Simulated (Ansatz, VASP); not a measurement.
## Al3Ni5: VASP beside Ansatz

```
Al Ni
1.0
     3.29333   -3.69194    0.00000
     3.29333    3.69194    0.00000
     0.00000    0.00000    3.72035
Al Ni
3 5
Direct
  0.50260 0.49740 0.00000
  0.77955 0.22045 0.50000
  0.22017 0.77983 0.50000
  0.99739 0.00261 0.00000
  0.00411 0.50344 0.00000
  0.49656 0.99589 0.00000
  0.27668 0.27580 0.50000
  0.72420 0.72332 0.50000
```

Change from the starting cell: mode 4 (125.4 1/cm) frozen in, largest displacement +0.025 Å.

Alike in both runs: task single point; functional PBEsol; k mesh 8 × 8 × 10; occupations gaussian, width 0.15 eV; no spin polarisation.

```csv
,VASP,Ansatz
version,VASP 6.6.1,Ansatz 0.2.0
potentials or method,"VASP PAW PBE potentials, release 64 (Al, Ni), cutoff 520 eV","scalar-relativistic, plane waves, PAW"
valence electrons in the cell,59,99
```

Ansatz gave:

```
gap on the k mesh at the Fermi level (eV)                     : none
pressure (GPa)                                                : 0.0
traceless stress, the component that is largest in VASP (GPa) : -0.12
rms of the force components (eV/Å)                            : 0.029
```

Q: What did VASP give for the same quantities?

A: gap on the k mesh at the Fermi level (eV): none; pressure (GPa): 0.2; traceless stress, the component that is largest in VASP (GPa): -0.27; rms of the force components (eV/Å): 0.029.

VASP's potentials were made for PBE, not for PBEsol. Atom by atom the forces differ by 0.003 eV/Å (rms over components). A gap of «none» marks a metal or a gap that the smearing closes. With one functional, cell and mesh, what is left measures potentials, basis and numerics. VASP's potentials hold 59 valence electrons a cell and Ansatz's 99, so a difference there can come from the potentials and not from the codes.
